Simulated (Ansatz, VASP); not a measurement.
One calculation of Ru, two programs

INCAR

```
SYSTEM = Ru
ALGO = Fast ; EDIFF = 1E-6
ENCUT = 520 ; GGA = PE
GGA_COMPAT = .FALSE. ; ISIF = 2
ISMEAR = 0 ; LASPH = .TRUE.
LCHARG = .FALSE. ; LMAXMIX = 4
LORBIT = 11 ; LORBMOM = .TRUE.
LREAL = .FALSE. ; LSORBIT = .TRUE.
LWAVE = .FALSE. ; MAGMOM = 0 0 0 0 0 0
NBANDS = 40 ; NELM = 150
PREC = Accurate ; SIGMA = 0.1
```

KPOINTS

```
k-points
0
G
  18 18 10
  0 0 0
```

Contents of POSCAR:

```
Ru
1.0
    2.7200250913      0.0000000000      0.0000000000
   -1.3600125457      2.3556108280      0.0000000000
    0.0000000000      0.0000000000      4.2967694969
Ru
2
Direct
    0.3333333333      0.6666666667      0.2500000000
    0.6666666667      0.3333333333      0.7500000000
```

Input for Ansatz:

```yaml
crystal:
  lattice:
    - [2.7200250912, 0.0, 0.0]
    - [-1.3600125456, 2.3556108279, 0.0]
    - [0.0, 0.0, 4.2967694967]
  atoms:
    - { symbol: Ru, position: [0.3333333333, 0.6666666667, 0.25] }
    - { symbol: Ru, position: [0.6666666667, 0.3333333333, 0.75] }
basis:
  ecutwfc: 420
kpoints:
  mp_grid: { grid: [18, 18, 10] }
  band_path:
    path:
      - [[0.0, 0.0, 0.0], [0.5, 0.0, 0.0], [0.33333333, 0.33333333, 0.0], [0.0, 0.0, 0.0], [0.0, 0.0, 0.5], [0.5, 0.0, 0.5], [0.33333333, 0.33333333, 0.5], [0.0, 0.0, 0.5]]
      - [[0.5, 0.0, 0.5], [0.5, 0.0, 0.0]]
      - [[0.33333333, 0.33333333, 0.5], [0.33333333, 0.33333333, 0.0]]
    npoints: 10
hamiltonian:
  xc: pbe
scf:
  occupations: { method: gaussian, width: 0.1 }
output:
  forces: true
  stress: true
  eigenvalues: true
  populations: true
  dos: { projected: true, de: 0.02 }
  bader: false
  write_density: true
  write_potential: true
  elf: true
  volumetric_format: npy
magnetization:
  noncollinear: true
  spin_orbit: true
```

Alike in both runs: task single point; functional PBE; k mesh 18 × 18 × 10; occupations gaussian, width 0.1 eV; non-collinear spin, spin-orbit coupling.

|  | VASP | Ansatz |
| --- | --- | --- |
| version | VASP 6.6.1 | Ansatz 0.2.0 |
| potentials or method | VASP PAW PBE potentials, release 64 (Ru_pv), cutoff 520 eV | plane waves, PAW |
| valence electrons in the cell | 28 | 32 |

VASP gave:

* pressure (GPa): 0.2
* net moment per atom (μB): 0.00

Problem. Which values does Ansatz return?

Solution. Pressure (GPa): 0.1; net moment per atom (μB): 0.00.

With one functional, cell and mesh, what is left measures potentials, basis and numerics. VASP's potentials hold 28 valence electrons a cell and Ansatz's 32, so a difference there can come from the potentials and not from the codes.
